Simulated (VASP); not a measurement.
Set up this calculation in VASP 6.6.1, as the native input.

- Task: single point
- Functional: PBE
- Potentials or basis: VASP PAW PBE potentials, release 64 (Zn, Se)
- Cutoff: 500 eV
- k mesh: 6 × 6 × 6
- Occupations: gaussian, width 0.01 eV
- Spin: no spin polarisation
- Dipole correction: no
- Further INCAR settings: ALGO = Normal; EDIFF = 1e-06; NBANDS = 16

The structure of ZnSe lies in POSCAR:

```
ZnSe
1.0
    0.0000000000      2.8324206839      2.8324206839
    2.8324206839      0.0000000000      2.8324206839
    2.8324206839      2.8324206839      0.0000000000
Zn Se
1 1
Direct
    0.0000000000      0.0000000000      0.0000000000
    0.2500000000      0.2500000000      0.2500000000
```

The input as run:

INCAR

```
SYSTEM = ZnSe
  PREC = Accurate
  ENCUT = 500
  EDIFF = 1E-6
  ISMEAR = 0
  SIGMA = 0.01
  LREAL = .FALSE.
  LASPH = .TRUE.
  NELM = 120
  ALGO = Normal
  ISIF = 2
  LWAVE = .FALSE.
  LCHARG = .FALSE.
  GGA = PE
  NBANDS = 16
  GGA_COMPAT = .FALSE.
```

KPOINTS

```
regular mesh
0
G
  6 6 6
  0 0 0
```

Potentials or basis: VASP PAW PBE potentials, release 64 (Zn, Se).

Run with:

```bash
$ cat potpaw_PBE.64/Zn/POTCAR potpaw_PBE.64/Se/POTCAR > POTCAR
$ mpirun -np 1 vasp_std > vasp.out
```

It gave:

```
Pressure               : 2.5 GPa
Band gap on the k mesh : 1.29 eV
```

It took 25 s on 1 thread of AMD EPYC 7571 (shared host), peak memory 0.13 GiB.
